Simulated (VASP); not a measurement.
Here is a VASP 6.6.1 calculation.

INCAR

```
  PREC = Accurate
  ENCUT = 520
  EDIFF = 1E-6
  ISMEAR = 0
  SIGMA = 0.15
  LREAL = False
  LASPH = True
  NELM = 80
  ALGO = Fast
  ISIF = 2
  LWAVE = False
  LCHARG = True
  GGA = CA
  LELF = True
  LVHAR = True
  NBANDS = 38
```

Contents of KPOINTS:

```
Automatic mesh
0
Gamma
  18 18 6
```

Contents of POSCAR:

```
Rh
1.0
    2.6041000000      0.0000000000      0.0000000000
   -1.3020500000      2.2552167540      0.0000000000
    0.0000000000      0.0000000000      7.9735000000
Rh
4
Direct
    0.0000000000      0.0000000000      0.0000000000
    0.3333333333      0.6666666667      0.2500000000
    0.0000000000      0.0000000000      0.5000000000
    0.6666666667      0.3333333333      0.7500000000
```

Potentials or basis: VASP PAW LDA potentials, release 64 (Rh_pv).

The run is started by

```sh
$ cat potpaw_LDA.64/Rh_pv/POTCAR > POTCAR
$ mpirun -np 1 vasp_std > vasp.out
```

Question: What does it give for the pressure?

Answer: 57.0 GPa.

Question: Estimate the band gap on the k mesh.

Answer: Zero (bands 30 and 31 overlap by 2.39 eV).

Stress tensor (GPa, compression positive):
```
44.28  0.00  0.00
 0.00 44.28  0.00
 0.00  0.00 82.57
```

Caveat: the stress differs along the axes, from 44 to 83 GPa.
